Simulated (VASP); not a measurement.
Input of a VASP 6.6.1 run:

INCAR

```
SYSTEM = TaN
  PREC = Accurate
  ENCUT = 520
  EDIFF = 1E-6
  ISMEAR = 0
  SIGMA = 0.1
  LREAL = .FALSE.
  LASPH = .TRUE.
  NELM = 60
  ALGO = Normal
  ISIF = 2
  LWAVE = .FALSE.
  LCHARG = .FALSE.
  GGA = PE
  NBANDS = 15
```

Contents of KPOINTS:

```
regular mesh
0
G
  16 16 16
  0 0 0
```

POSCAR

```
TaN
1.0
    0.0000000000      2.2631747700      2.2631747700
    2.2631747700      0.0000000000      2.2631747700
    2.2631747700      2.2631747700      0.0000000000
Ta N
1 1
Direct
    0.5000000000      0.5000000000      0.5000000000
    0.0000000000      0.0000000000      0.0000000000
```

Potentials or basis: VASP PAW PBE potentials, release 64 (Ta_pv, N).

Command:

```sh
$ cat potpaw_PBE.64/Ta_pv/POTCAR potpaw_PBE.64/N/POTCAR > POTCAR
$ mpirun -np 1 vasp_std > vasp.out
```

Estimate the band gap on the k mesh.

zero (band 8 reaches 10.23 eV, above the bottom of band 9 at 6.71 eV).

Estimate the pressure.

-20.0 GPa.

Caveat: the cell differs from its parent crystal (strained); spin-orbit coupling is left out, which moves the levels of the heavy elements.
